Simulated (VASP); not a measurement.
# Re (I4/mmm) in VASP: notebook

The runs below take Re through single point, with PBE.

All numbers are computed with VASP 6.6.1; they aren't measurements. Logs are shortened: lines on timing, memory, paths and dates and some standing lists are left out, and cuts for length are marked.

## (1) The cell of the first run

The structure is tetragonal, space group I4/mmm (No. 139). Conventional cell: a = 3.259 Å, b = 3.259 Å, c = 3.053 Å, α = 90.00°, β = 90.00°, γ = 90.00°. Within 3.6 Å of Re (site symmetry 4/mmm) lie 14 Re at 2.76 to 3.26 Å.

## (2) Single point, PBE (16.21 Å³/atom)

The input, INCAR:

```
ALGO = Normal
EDIFF = 1E-6
ENCUT = 560
GGA = PE
GGA_COMPAT = False
ISIF = 2
ISMEAR = 0
LASPH = True
LCHARG = False
LREAL = False
LWAVE = False
NBANDS = 14
NELM = 120
PREC = Accurate
SIGMA = 0.15
```

The input, KPOINTS:

```
k-points
0
Gamma
  10 10 10
```

The input, POSCAR:

```
Re
1.0
    0.0000000000      2.3041854906      1.5262924690
    2.3041854906      0.0000000000      1.5262924690
    2.3041854906      2.3041854906      0.0000000000
Re
1
Direct
    0.0000000000      0.0000000000      0.0000000000
```

Potentials or basis: VASP PAW PBE potentials, release 64 (Re_sv_GW).

The run is started by

```sh
$ cat potpaw_PBE.64/Re_sv_GW/POTCAR > POTCAR
$ mpirun -np 1 vasp_std > vasp.out
```

OUTCAR:

```text
EDIFF = 1E-6
   ENCUT = 560
   GGA = PE
   ISIF = 2
   ISMEAR = 0
   LASPH = True
   LREAL = False
   NELM = 120
   PREC = Accurate

 ion  position               nearest neighbor table
   1  0.000  0.000  0.000-

  LATTYP: Found a body centered tetragonal cell.
 ALAT       =     3.2586103710
 C/A-ratio  =     0.9367750637

  Lattice vectors:

 A1 = (   0.0000000000,  -2.3041854906,  -1.5262924690)
 A2 = (   0.0000000000,   2.3041854906,  -1.5262924690)
 A3 = (   2.3041854906,   0.0000000000,   1.5262924690)

Analysis of symmetry for initial positions (statically):
=====================================================================
 Subroutine PRICEL returns:
 Original cell was already a primitive cell.

 Routine SETGRP: Setting up the symmetry group for a
 body centered tetragonal supercell.

 Subroutine GETGRP returns: Found 16 space group operations
 (whereof 16 operations were pure point group operations)
 out of a pool of 16 trial point group operations.

The static configuration has the point symmetry D_4h.

Analysis of symmetry for dynamics (positions and initial velocities):
=====================================================================
 Subroutine PRICEL returns:
 Original cell was already a primitive cell.

 Routine SETGRP: Setting up the symmetry group for a
 body centered tetragonal supercell.

 Subroutine GETGRP returns: Found 16 space group operations
 (whereof 16 operations were pure point group operations)
 out of a pool of 16 trial point group operations.

The dynamic configuration has the point symmetry D_4h.

 Subroutine INISYM returns: Found 16 space group operations
 (whereof 16 operations are pure point group operations),
 and found     1 'primitive' translations

----------------------------------------------------------------------------------------

                                     Primitive cell

  volume of cell :      16.2070

  direct lattice vectors                    reciprocal lattice vectors
     0.000000000  2.304185491  1.526292469    -0.216996419  0.216996419  0.327591212
     2.304185491  0.000000000  1.526292469     0.216996419 -0.216996419  0.327591212
     2.304185491  2.304185491  0.000000000     0.216996419  0.216996419 -0.327591212

  length of vectors
     2.763845053  2.763845053  3.258610371     0.448877371  0.448877371  0.448877371

  position of ions in fractional coordinates (direct lattice)
     0.000000000  0.000000000  0.000000000

  ion indices of the primitive-cell ions
   primitive index   ion index
                 1           1

----------------------------------------------------------------------------------------

 KPOINTS: k-points

Automatic generation of k-mesh.
 Grid dimensions read from file:
 generate k-points for:   10   10   10

 Generating k-lattice:

  Cartesian coordinates                     Fractional coordinates (reciprocal lattice)
    -0.021699642  0.021699642  0.032759121     0.100000000 -0.000000000  0.000000000
     0.021699642 -0.021699642  0.032759121    -0.000000000  0.100000000  0.000000000
     0.021699642  0.021699642 -0.032759121     0.000000000  0.000000000  0.100000000

  Length of vectors
     0.044887737  0.044887737  0.044887737

  Shift w.r.t. Gamma in fractional coordinates (k-lattice)
     0.000000000  0.000000000  0.000000000

 Subroutine IBZKPT returns following result:
 ===========================================

 Found    102 irreducible k-points:

 Following reciprocal coordinates:
            Coordinates               Weight
  0.000000  0.000000  0.000000      1.000000
  0.100000  0.000000  0.000000      8.000000
  0.200000  0.000000  0.000000      8.000000
  0.300000  0.000000  0.000000      8.000000
  0.400000  0.000000  0.000000      8.000000
  0.500000  0.000000  0.000000      4.000000
[... 16 lines left out ...]
  0.300000  0.300000  0.000000      2.000000
  0.400000  0.300000  0.000000      8.000000
 [... further k-points ...]
   k-points           NKPTS =    102   k-points in BZ     NKDIM =    102   number of bands    NBANDS=     14
   number of dos      NEDOS =    301   number of ions     NIONS =      1
   total plane-waves  NPLWV =  16128
   dimension x,y,z NGX =    24 NGY =   24 NGZ =   28
   dimension x,y,z NGXF=    48 NGYF=   48 NGZF=   56
   ions per type =               1
   NGX,Y,Z   is equivalent  to a cutoff of  14.44, 14.44, 14.28 a.u.
   NGXF,Y,Z  is equivalent  to a cutoff of  28.87, 28.87, 28.57 a.u.
 SYSTEM =  unknown system
   PREC   = accura    normal or accurate (medium, high low for compatibility)
   ISTART =      0    job   : 0-new  1-cont  2-samecut
   ICHARG =      2    charge: 1-file 2-atom 10-const
   ISPIN  =      1    spin polarized calculation?
   LNONCOLLINEAR =      F non collinear calculations
   LSORBIT =      F    spin-orbit coupling
   LASPH  =      T    aspherical Exc in radial PAW
   ENCUT  =  560.0 eV  41.16 Ry    6.42 a.u.   5.33  5.33  6.29*2*pi/ulx,y,z
   NELM   =    120;   NELMIN=  2; NELMDL= -5     # of ELM steps
   EDIFF  = 0.1E-05   stopping-criterion for ELM
   LREAL  =      F    real-space projection
   EDIFFG = 0.1E-04   stopping-criterion for IOM
   NSW    =      0    number of steps for IOM
   IBRION =     -1    ionic relax: 0-MD 1-quasi-New 2-CG
   NFREE  =      0    steps in history (QN), initial steepest desc. (CG)
   ISIF   =      2    stress and relaxation
   ISYM   =      2    0-nonsym 1-usesym 2-fastsym
   POTIM  = 0.5000    time-step for ionic-motion
   TEBEG  =    0.0;   TEEND  =   0.0 temperature during run
   PSTRESS=    0.0 pullay stress
   NELECT =      15.0000    total number of electrons
   NUPDOWN=      -1.0000    fix difference up-down
   EMIN   =  10.00;   EMAX   =-10.00  energy-range for DOS
   EFERMI =   0.00;   METHOD = LEGACY
   ISMEAR =     0;   SIGMA  =   0.15  broadening in eV -4-tet -1-fermi 0-gaus
   EFERMI_NEDOS =   21; number of points for ismear=-14 and -15
   IALGO  =     38    algorithm
   IMIX   =      4    mixing-type and parameters
     AMIX     =   0.40;   BMIX     =  1.00
     AMIX_MAG =   1.60;   BMIX_MAG =  1.00
  volume/ion in A,a.u.               =      16.21       109.37
  Fermi-wavevector in a.u.,A,eV,Ry     =   1.595405  3.014879 34.631156  2.545318
  Thomas-Fermi vector in A             =   2.693329
   LORBIT       =      0    0 simple, 1 ext, 2 COOP (PROOUT), +10 PAW based schemes
   GGA     = PE    functional components
   LHFCALC =     F    Hartree Fock is set to
   AEXX    =    0.0000 exact exchange contribution
   IVDW    =     0    specifies the selected vdW correction
   LEPSILON=     F    determine dielectric tensor
   LRPA    =     F    only Hartree local field effects (RPA)
 non-spin polarized calculation
 Gauss-broadening in eV      SIGMA  =   0.15
  energy-cutoff  :      560.00
  volume of cell :       16.21
 maximum number of plane-waves:       505
 NGX is ok and might be reduce to    24
   NGX = 11   NGY = 11   NGZ = 13

 number of electron      14.9999999 magnetization

 Free energy of the ion-electron system (eV)
  ---------------------------------------------------
  ext. energy  EPLUGINS =         0.00000000
  ---------------------------------------------------
  free energy    TOTEN  =       -13.67910162 eV

  energy without entropy =      -13.66703308  energy(sigma->0) =      -13.67306735

 E-fermi :  12.2285     XC(G=0): -13.6535

 val. band max:       12.2242575474   @ k =   0.4000   0.0000   0.2000
 cond. band min:      12.2570924809   @ k =   0.5000   0.0000   0.4000
 fundamental gap:      0.0328349334
 Fermi energy:        12.2284585135

 k-point     1 :       0.0000    0.0000    0.0000
  band No.  band energies     occupation
      1     -68.5089      2.00000
      2     -29.8740      2.00000
      3     -29.8740      2.00000
      4     -29.7638      2.00000
      5       2.2556      2.00000
      6       9.4129      2.00000
      7      10.2281      2.00000
      8      10.2281      2.00000
      9      12.4975      0.01120
     10      13.4307      0.00000
     11      26.4822      0.00000
     12      26.4822      0.00000
     13      27.7271      0.00000
     14      37.5307      0.00000

 k-point     2 :       0.1000    0.0000    0.0000
  band No.  band energies     occupation
      1     -68.5006      2.00000
      2     -29.9307      2.00000
      3     -29.9032      2.00000
      4     -29.7968      2.00000
      5       2.7053      2.00000
      6       9.4094      2.00000
      7      10.1358      2.00000
      8      10.3906      2.00000
      9      12.4949      0.01199
     10      13.1827      0.00000
     11      27.0858      0.00000
     12      27.2434      0.00000
     13      28.1440      0.00000
     14      34.9307      0.00000

 k-point     3 :       0.2000    0.0000    0.0000
  band No.  band energies     occupation
      1     -68.4798      2.00000
      2     -30.1388      2.00000
      3     -29.9808      2.00000
      4     -29.8219      2.00000
      5       3.8949      2.00000
      6       8.9452      2.00000
      7       9.7657      2.00000
      8      11.4435      2.00000
      9      12.5939      0.00057
     10      13.0091      0.00000
     11      27.2521      0.00000
     12      28.6308      0.00000
     13      29.3377      0.00000
     14      33.5239      0.00000
[... 324 lines left out ...]
 k-point    23 :       0.3000    0.3000    0.0000
  band No.  band energies     occupation
      1     -68.4071      2.00000
      2     -30.3334      2.00000
      3     -30.2934      2.00000
      4     -30.2934      2.00000
      5       7.4550      2.00000
      6       7.9187      2.00000
      7      10.9657      2.00000
      8      10.9657      2.00000
      9      12.9224      0.00000
     10      15.4595      0.00000
     11      26.0481      0.00000
     12      27.4754      0.00000
     13      27.4754      0.00000
     14      30.6198      0.00000

 k-point    24 :       0.4000    0.3000    0.0000
  band No.  band energies     occupation
      1     -68.3914      2.00000
      2     -30.4744      2.00000
      3     -30.3791      2.00000
      4     -30.2594      2.00000
      5       7.1230      2.00000
      6       7.5359      2.00000
      7      11.2806      2.00000
      8      11.6782      2.00000
      9      14.5058      0.00000
     10      16.8756      0.00000
     11      23.4017      0.00000
     12      24.7733      0.00000
     13      28.1925      0.00000
     14      31.1547      0.00000

 [... further k-points ...]

------------------------ aborting loop because EDIFF is reached ----------------------------------------

  FORCE on cell =-STRESS in cart. coord.  units (eV):
  Direction    XX          YY          ZZ          XY          YZ          ZX
  --------------------------------------------------------------------------------------
  -------------------------------------------------------------------------------------
  Total       -2.2799291     -2.2799291     -2.3327640      0.0000000      0.0000000     -0.0000000
  in kB     -225.3872250   -225.3872250   -230.6103270      0.0000000      0.0000000     -0.0000000
  external PRESSURE =    -227.1282590 kB  Pullay stress =       0.0000000 kB

 VOLUME and BASIS-vectors are now :
 -----------------------------------------------------------------------------
  energy-cutoff  :      560.00
  volume of cell :       16.21
      direct lattice vectors                 reciprocal lattice vectors
     0.000000000  2.304185491  1.526292469    -0.216996419  0.216996419  0.327591212
     2.304185491  0.000000000  1.526292469     0.216996419 -0.216996419  0.327591212
     2.304185491  2.304185491  0.000000000     0.216996419  0.216996419 -0.327591212

 POSITION                                       TOTAL-FORCE (eV/Angst)
 -----------------------------------------------------------------------------------
      0.00000      0.00000      0.00000         0.000000     -0.000000      0.000000
 -----------------------------------------------------------------------------------
    total drift:                               -0.000000      0.000000      0.000000

  FREE ENERGIE OF THE ION-ELECTRON SYSTEM (eV)
  ---------------------------------------------------
  free  energy   TOTEN  =       -13.6791016236 eV

  energy  without entropy=      -13.6670330756  energy(sigma->0) =      -13.67306735
```

Run time: 34 s. Hardware: 1 thread of AMD EPYC 7R43 (Zen 3), shared host; peak memory 0.13 GiB.

What came out:

- Free energy: -13.6791 eV
- Pressure: -22.7 GPa
- Band gap on the k mesh: zero (an odd number of electrons rules out a gap without spin polarisation)

Caveat: the cell stands under tension; spin-orbit coupling is left out, which moves the levels of the heavy elements.

## (3) Single point, PBE (15.49 Å³/atom)

This run uses another cell than the first one, of 15.49 Å³/atom.

The input, INCAR:

```
SYSTEM = Re
ALGO = Normal
EDIFF = 1E-6
ENCUT = 560
GGA = PE
GGA_COMPAT = .FALSE.
ISIF = 2
ISMEAR = 0
LASPH = .TRUE.
LCHARG = .FALSE.
LREAL = .FALSE.
LWAVE = .FALSE.
NBANDS = 14
NELM = 120
PREC = Accurate
SIGMA = 0.15
```

The input, KPOINTS:

```
k-points
0
G
  10 10 10
  0 0 0
```

The input, POSCAR:

```
Re
1.0
    0.0000000000      2.1556881593      1.6663469472
    2.1556881593      0.0000000000      1.6663469472
    2.1556881593      2.1556881593      0.0000000000
Re
1
Direct
    0.0000000000      0.0000000000      0.0000000000
```

Potentials or basis: VASP PAW PBE potentials, release 64 (Re_sv_GW).

The run is started by

```sh
$ cat potpaw_PBE.64/Re_sv_GW/POTCAR > POTCAR
$ mpirun -np 1 vasp_std > vasp.out
```

OUTCAR:

```text
SYSTEM = Re
   EDIFF = 1E-6
   ENCUT = 560
   GGA = PE
   ISIF = 2
   ISMEAR = 0
   LASPH = .TRUE.
   LREAL = .FALSE.
   NELM = 120
   PREC = Accurate

 ion  position               nearest neighbor table
   1  0.000  0.000  0.000-

  LATTYP: Found a body centered tetragonal cell.
 ALAT       =     3.0486034311
 C/A-ratio  =     1.0931870838

  Lattice vectors:

 A1 = (   0.0000000000,  -2.1556881593,  -1.6663469472)
[... 586 lines left out ...]
     11      25.1143      0.00000
     12      26.5228      0.00000
     13      30.2961      0.00000
     14      34.0410      0.00000

 [... further k-points ...]

------------------------ aborting loop because EDIFF is reached ----------------------------------------

  FORCE on cell =-STRESS in cart. coord.  units (eV):
  Direction    XX          YY          ZZ          XY          YZ          ZX
  --------------------------------------------------------------------------------------
  -------------------------------------------------------------------------------------
  Total       -1.0262419     -1.0262419     -0.7357471      0.0000000      0.0000000      0.0000000
  in kB     -106.1678549   -106.1678549    -76.1152785      0.0000000      0.0000000      0.0000000
  external PRESSURE =     -96.1503294 kB  Pullay stress =       0.0000000 kB

 VOLUME and BASIS-vectors are now :
 -----------------------------------------------------------------------------
  energy-cutoff  :      560.00
  volume of cell :       15.49
      direct lattice vectors                 reciprocal lattice vectors
     0.000000000  2.155688159  1.666346947    -0.231944494  0.231944494  0.300057561
     2.155688159  0.000000000  1.666346947     0.231944494 -0.231944494  0.300057561
     2.155688159  2.155688159  0.000000000     0.231944494  0.231944494 -0.300057561

 POSITION                                       TOTAL-FORCE (eV/Angst)
 -----------------------------------------------------------------------------------
      0.00000      0.00000      0.00000         0.000000      0.000000      0.000000
 -----------------------------------------------------------------------------------
    total drift:                                0.000000     -0.000000     -0.000000

  FREE ENERGIE OF THE ION-ELECTRON SYSTEM (eV)
  ---------------------------------------------------
  free  energy   TOTEN  =       -13.7477751643 eV

  energy  without entropy=      -13.7320804972  energy(sigma->0) =      -13.73992783
```

Run time: 18 s. Hardware: 1 thread of Intel Xeon Platinum 8375C at 2.90GHz (Ice Lake), shared host; peak memory 0.16 GiB.

Results:

* Free energy: -13.7478 eV
* Pressure: -9.6 GPa
* Band gap on the k mesh: zero (an odd number of electrons rules out a gap without spin polarisation)

Stress tensor (GPa, compression positive):
```
-10.62   0.00   0.00
  0.00 -10.62   0.00
  0.00   0.00  -7.61
```

Caveat: the cell stands under tension; spin-orbit coupling is left out, which moves the levels of the heavy elements.

The gap in the log of VASP goes by the Fermi energy; the results here count the filled bands.